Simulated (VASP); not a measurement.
# Hg (P6_3/mmc) in VASP: single point with PBE

Aim: the single point of Hg with PBE.

All numbers are computed with VASP 6.6.1; they aren't measurements. Logs are shortened: lines on timing, memory, paths and dates and some standing lists are left out, and cuts for length are marked.

## (1) The cell of the first run

It takes space group P6_3/mmc (No. 194, hexagonal). Conventional cell: a = 3.021 Å, b = 3.021 Å, c = 5.378 Å, α = 90.00°, β = 90.00°, γ = 120.00°. Hg (site symmetry -6m2) has 12 Hg at 3.02 to 3.21 Å within 4.0 Å.

## (2) Single point, PBE (Cd replaced by Hg, lengths x 0.950, strained)

INCAR

```
SYSTEM = Hg
ALGO = Normal ; EDIFF = 1E-6
ENCUT = 520 ; GGA = PE
ISIF = 2 ; ISMEAR = 0
LASPH = .True. ; LCHARG = .False.
LREAL = .False. ; LWAVE = .False.
NBANDS = 19 ; NELM = 100
PREC = Accurate ; SIGMA = 0.1
```

KPOINTS

```
k-points
0
Gamma
  18 18 8
  0 0 0
```

POSCAR

```
Hg
1.0
    3.0213452723      0.0000000000      0.0000000000
   -1.5106726361      2.6165617594      0.0000000000
    0.0000000000      0.0000000000      5.3775404037
Hg
2
Direct
    0.3333333333      0.6666666667      0.2500000000
    0.6666666667      0.3333333333      0.7500000000
```

Potentials or basis: VASP PAW PBE potentials, release 64 (Hg).

Started as:

```console
$ cat potpaw_PBE.64/Hg/POTCAR > POTCAR
$ mpirun -np 1 vasp_std > vasp.out
```

OUTCAR:

```text
SYSTEM = Hg
   EDIFF = 1E-6
   ENCUT = 520
   GGA = PE
   ISIF = 2
   ISMEAR = 0
   LASPH = .True.
   LREAL = .False.
   NELM = 100
   PREC = Accurate

 ion  position               nearest neighbor table
   1  0.333  0.667  0.250-   2 3.21   2 3.21   2 3.21   2 3.21   2 3.21   2 3.21
   2  0.667  0.333  0.750-   1 3.21   1 3.21   1 3.21   1 3.21   1 3.21   1 3.21

  LATTYP: Found a hexagonal cell.
 ALAT       =     3.0213452723
 C/A-ratio  =     1.7798496759

  Lattice vectors:

 A1 = (   3.0213452723,   0.0000000000,   0.0000000000)
 A2 = (  -1.5106726361,   2.6165617594,   0.0000000000)
 A3 = (   0.0000000000,   0.0000000000,   5.3775404037)

Analysis of symmetry for initial positions (statically):
=====================================================================
 Subroutine PRICEL returns:
 Original cell was already a primitive cell.

 Routine SETGRP: Setting up the symmetry group for a
 hexagonal supercell.

 Subroutine GETGRP returns: Found 24 space group operations
 (whereof 12 operations were pure point group operations)
 out of a pool of 24 trial point group operations.

The static configuration has the point symmetry D_3d.
 The point group associated with its full space group is D_6h.

Analysis of symmetry for dynamics (positions and initial velocities):
=====================================================================
 Subroutine PRICEL returns:
 Original cell was already a primitive cell.

 Routine SETGRP: Setting up the symmetry group for a
 hexagonal supercell.

 Subroutine GETGRP returns: Found 24 space group operations
 (whereof 12 operations were pure point group operations)
 out of a pool of 24 trial point group operations.

The dynamic configuration has the point symmetry D_3d.
 The point group associated with its full space group is D_6h.

 Subroutine INISYM returns: Found 24 space group operations
 (whereof 12 operations are pure point group operations),
 and found     1 'primitive' translations

----------------------------------------------------------------------------------------

                                     Primitive cell

  volume of cell :      42.5123

  direct lattice vectors                    reciprocal lattice vectors
     3.021345272  0.000000000  0.000000000     0.330978392  0.191090464  0.000000000
    -1.510672636  2.616561759  0.000000000     0.000000000  0.382180927  0.000000000
     0.000000000  0.000000000  5.377540404     0.000000000  0.000000000  0.185958621

  length of vectors
     3.021345272  3.021345272  5.377540404     0.382180927  0.382180927  0.185958621

  position of ions in fractional coordinates (direct lattice)
     0.333333333  0.666666667  0.250000000
     0.666666667  0.333333333  0.750000000

  ion indices of the primitive-cell ions
   primitive index   ion index
                 1           1
                 2           2

----------------------------------------------------------------------------------------

 KPOINTS: k-points

Automatic generation of k-mesh.
 Grid dimensions read from file:
 generate k-points for:   18   18    8

 Generating k-lattice:

  Cartesian coordinates                     Fractional coordinates (reciprocal lattice)
     0.018387688  0.010616137  0.000000000     0.055555556  0.000000000  0.000000000
     0.000000000  0.021232274  0.000000000     0.000000000  0.055555556  0.000000000
     0.000000000  0.000000000  0.023244828     0.000000000  0.000000000  0.125000000

  Length of vectors
     0.021232274  0.021232274  0.023244828

  Shift w.r.t. Gamma in fractional coordinates (k-lattice)
     0.000000000  0.000000000  0.000000000

 Subroutine IBZKPT returns following result:
 ===========================================

 Found    185 irreducible k-points:

 Following reciprocal coordinates:
            Coordinates               Weight
  0.000000  0.000000  0.000000      1.000000
  0.055556 -0.000000  0.000000      6.000000
  0.111111 -0.000000  0.000000      6.000000
  0.166667 -0.000000  0.000000      6.000000
  0.222222 -0.000000  0.000000      6.000000
  0.277778 -0.000000  0.000000      6.000000
[... 16 lines left out ...]
  0.333333  0.111111  0.000000     12.000000
  0.388889  0.111111  0.000000     12.000000
 [... further k-points ...]
   k-points           NKPTS =    185   k-points in BZ     NKDIM =    185   number of bands    NBANDS=     19
   number of dos      NEDOS =    301   number of ions     NIONS =      2
   total plane-waves  NPLWV =  23040
   dimension x,y,z NGX =    24 NGY =   24 NGZ =   40
   dimension x,y,z NGXF=    48 NGYF=   48 NGZF=   80
   ions per type =               2
   NGX,Y,Z   is equivalent  to a cutoff of  13.21, 13.21, 12.37 a.u.
   NGXF,Y,Z  is equivalent  to a cutoff of  26.41, 26.41, 24.73 a.u.
 SYSTEM =  Hg
   PREC   = accura    normal or accurate (medium, high low for compatibility)
   ISTART =      0    job   : 0-new  1-cont  2-samecut
   ICHARG =      2    charge: 1-file 2-atom 10-const
   ISPIN  =      1    spin polarized calculation?
   LNONCOLLINEAR =      F non collinear calculations
   LSORBIT =      F    spin-orbit coupling
   LASPH  =      T    aspherical Exc in radial PAW
   ENCUT  =  520.0 eV  38.22 Ry    6.18 a.u.   5.62  5.62 10.00*2*pi/ulx,y,z
   NELM   =    100;   NELMIN=  2; NELMDL= -5     # of ELM steps
   EDIFF  = 0.1E-05   stopping-criterion for ELM
   LREAL  =      F    real-space projection
   EDIFFG = 0.1E-04   stopping-criterion for IOM
   NSW    =      0    number of steps for IOM
   IBRION =     -1    ionic relax: 0-MD 1-quasi-New 2-CG
   NFREE  =      0    steps in history (QN), initial steepest desc. (CG)
   ISIF   =      2    stress and relaxation
   ISYM   =      2    0-nonsym 1-usesym 2-fastsym
   POTIM  = 0.5000    time-step for ionic-motion
   TEBEG  =    0.0;   TEEND  =   0.0 temperature during run
   PSTRESS=    0.0 pullay stress
   NELECT =      24.0000    total number of electrons
   NUPDOWN=      -1.0000    fix difference up-down
   EMIN   =  10.00;   EMAX   =-10.00  energy-range for DOS
   EFERMI =   0.00;   METHOD = LEGACY
   ISMEAR =     0;   SIGMA  =   0.10  broadening in eV -4-tet -1-fermi 0-gaus
   EFERMI_NEDOS =   21; number of points for ismear=-14 and -15
   IALGO  =     38    algorithm
   IMIX   =      4    mixing-type and parameters
     AMIX     =   0.40;   BMIX     =  1.00
     AMIX_MAG =   1.60;   BMIX_MAG =  1.00
  volume/ion in A,a.u.               =      21.26       143.44
  Fermi-wavevector in a.u.,A,eV,Ry     =   1.353028  2.556853 24.907992  1.830686
  Thomas-Fermi vector in A             =   2.480318
   LORBIT       =      0    0 simple, 1 ext, 2 COOP (PROOUT), +10 PAW based schemes
   GGA     = PE    functional components
   LHFCALC =     F    Hartree Fock is set to
   AEXX    =    0.0000 exact exchange contribution
   IVDW    =     0    specifies the selected vdW correction
   LEPSILON=     F    determine dielectric tensor
   LRPA    =     F    only Hartree local field effects (RPA)
 non-spin polarized calculation
 Gauss-broadening in eV      SIGMA  =   0.10
  energy-cutoff  :      520.00
  volume of cell :       42.51
 maximum number of plane-waves:      1167
 NGX is ok and might be reduce to    24
   NGX = 11   NGY = 11   NGZ = 19

 number of electron      24.0000004 magnetization

 Free energy of the ion-electron system (eV)
  ---------------------------------------------------
  ext. energy  EPLUGINS =         0.00000000
  ---------------------------------------------------
  free energy    TOTEN  =         0.06797007 eV

  energy without entropy =        0.07241660  energy(sigma->0) =        0.07019334

 E-fermi :   3.7165     XC(G=0): -11.4521

 val. band max:        3.7144631434   @ k =   0.3333   0.2778   0.2500
 cond. band min:       3.7203029648   @ k =   0.1667   0.1111   0.0000
 fundamental gap:      0.0058398215
 Fermi energy:         3.7164911512

 k-point     1 :       0.0000    0.0000    0.0000
  band No.  band energies     occupation
      1      -6.3434      2.00000
      2      -5.2152      2.00000
      3      -4.0381      2.00000
      4      -3.7294      2.00000
      5      -3.7294      2.00000
      6      -3.6103      2.00000
[... 11 lines left out ...]
     18      19.1280      0.00000
     19      20.9776      0.00000

 k-point     2 :       0.0556   -0.0000    0.0000
  band No.  band energies     occupation
      1      -6.2584      2.00000
      2      -5.1563      2.00000
      3      -4.0284      2.00000
      4      -3.7380      2.00000
      5      -3.6875      2.00000
      6      -3.6282      2.00000
[... 11 lines left out ...]
     18      19.5139      0.00000
     19      21.2648      0.00000

 k-point     3 :       0.1111   -0.0000    0.0000
  band No.  band energies     occupation
      1      -6.0106      2.00000
      2      -4.9940      2.00000
      3      -4.0170      2.00000
      4      -3.7472      2.00000
      5      -3.6588      2.00000
      6      -3.5647      2.00000
[... 11 lines left out ...]
     18      19.8385      0.00000
     19      20.1227      0.00000

 k-point     4 :       0.1667   -0.0000    0.0000
  band No.  band energies     occupation
      1      -5.6282      2.00000
      2      -4.7852      2.00000
      3      -4.0155      2.00000
      4      -3.7818      2.00000
      5      -3.5828      2.00000
      6      -3.3990      2.00000
[... 11 lines left out ...]
     18      18.3666      0.00000
     19      18.5857      0.00000

 k-point     5 :       0.2222   -0.0000    0.0000
  band No.  band energies     occupation
      1      -5.1921      2.00000
      2      -4.6587      2.00000
      3      -3.9297      2.00000
      4      -3.7920      2.00000
      5      -3.6848      2.00000
      6      -3.3472      2.00000
[... 11 lines left out ...]
     18      17.7160      0.00000
     19      18.2904      0.00000

 k-point     6 :       0.2778   -0.0000    0.0000
  band No.  band energies     occupation
      1      -4.8810      2.00000
      2      -4.6822      2.00000
      3      -3.9650      2.00000
      4      -3.7904      2.00000
      5      -3.5750      2.00000
      6      -3.3362      2.00000
[... 11 lines left out ...]
     18      17.7238      0.00000
     19      18.4371      0.00000

 k-point     7 :       0.3333   -0.0000    0.0000
  band No.  band energies     occupation
      1      -4.8299      2.00000
      2      -4.7326      2.00000
      3      -4.2014      2.00000
      4      -3.6442      2.00000
      5      -3.4171      2.00000
      6      -3.4115      2.00000
[... 11 lines left out ...]
     18      17.7430      0.00000
     19      17.8776      0.00000

 k-point     8 :       0.3889    0.0000    0.0000
  band No.  band energies     occupation
      1      -4.9078      2.00000
      2      -4.7655      2.00000
      3      -4.3775      2.00000
      4      -3.5122      2.00000
      5      -3.5057      2.00000
      6      -3.4704      2.00000
[... 256 lines left out ...]
 k-point    20 :       0.1667    0.1111    0.0000
  band No.  band energies     occupation
      1      -4.9650      2.00000
      2      -4.4794      2.00000
      3      -4.0833      2.00000
      4      -3.8109      2.00000
      5      -3.7259      2.00000
      6      -3.5225      2.00000
[... 11 lines left out ...]
     18      17.7346      0.00000
     19      17.9152      0.00000

 k-point    21 :       0.2222    0.1111    0.0000
  band No.  band energies     occupation
      1      -4.6358      2.00000
      2      -4.5059      2.00000
      3      -3.9818      2.00000
      4      -3.8638      2.00000
      5      -3.7564      2.00000
      6      -3.5391      2.00000
[... 11 lines left out ...]
     18      17.1193      0.00000
     19      17.1920      0.00000

 k-point    22 :       0.2778    0.1111    0.0000
  band No.  band energies     occupation
      1      -4.6231      2.00000
      2      -4.5405      2.00000
      3      -4.1963      2.00000
      4      -3.6232      2.00000
      5      -3.5993      2.00000
      6      -3.4966      2.00000
[... 11 lines left out ...]
     18      16.4013      0.00000
     19      16.7214      0.00000

 k-point    23 :       0.3333    0.1111    0.0000
  band No.  band energies     occupation
      1      -4.7225      2.00000
      2      -4.5691      2.00000
      3      -4.3560      2.00000
      4      -3.6288      2.00000
      5      -3.4843      2.00000
      6      -3.4148      2.00000
[... 11 lines left out ...]
     18      15.8264      0.00000
     19      16.3749      0.00000

 k-point    24 :       0.3889    0.1111    0.0000
  band No.  band energies     occupation
      1      -4.7903      2.00000
      2      -4.6068      2.00000
      3      -4.4539      2.00000
      4      -3.6242      2.00000
      5      -3.5124      2.00000
      6      -3.3915      2.00000
[... 11 lines left out ...]
     18      15.4538      0.00000
     19      16.1637      0.00000

 [... further k-points ...]

------------------------ aborting loop because EDIFF is reached ----------------------------------------

  FORCE on cell =-STRESS in cart. coord.  units (eV):
  Direction    XX          YY          ZZ          XY          YZ          ZX
  --------------------------------------------------------------------------------------
  -------------------------------------------------------------------------------------
  Total        3.2032530      3.2032530      2.7572241      0.0000000      0.0000000      0.0000000
  in kB      120.7221026    120.7221026    103.9124597      0.0000000      0.0000000      0.0000000
  external PRESSURE =     115.1188883 kB  Pullay stress =       0.0000000 kB

 VOLUME and BASIS-vectors are now :
 -----------------------------------------------------------------------------
  energy-cutoff  :      520.00
  volume of cell :       42.51
      direct lattice vectors                 reciprocal lattice vectors
     3.021345272  0.000000000  0.000000000     0.330978392  0.191090464  0.000000000
    -1.510672636  2.616561759  0.000000000     0.000000000  0.382180927  0.000000000
     0.000000000  0.000000000  5.377540404     0.000000000  0.000000000  0.185958621

 POSITION                                       TOTAL-FORCE (eV/Angst)
 -----------------------------------------------------------------------------------
     -0.00000      1.74437      1.34439        -0.000000     -0.000000      0.000000
      1.51067      0.87219      4.03316         0.000000      0.000000      0.000000
 -----------------------------------------------------------------------------------
    total drift:                               -0.000000      0.000000     -0.000000

  FREE ENERGIE OF THE ION-ELECTRON SYSTEM (eV)
  ---------------------------------------------------
  free  energy   TOTEN  =         0.0679700664 eV

  energy  without entropy=        0.0724166041  energy(sigma->0) =        0.07019334
```

Wall time 37 s (1 thread of Intel Xeon 6975P-C (Granite Rapids), shared host); peak memory 0.24 GiB.

What came out:

| Quantity | Value |
| --- | --- |
| Free energy | 0.0680 eV |
| Pressure | 11.5 GPa |
| Band gap on the k mesh | zero (bands 12 and 13 overlap by 2.78 eV) |

Stress tensor (GPa, compression positive):
```
12.07  0.00  0.00
 0.00 12.07  0.00
 0.00  0.00 10.39
```

Caveat: the cell differs from its parent crystal (Cd replaced by Hg, lengths x 0.950, strained); the cell stands under pressure; spin-orbit coupling is left out, which moves the levels of the heavy elements.
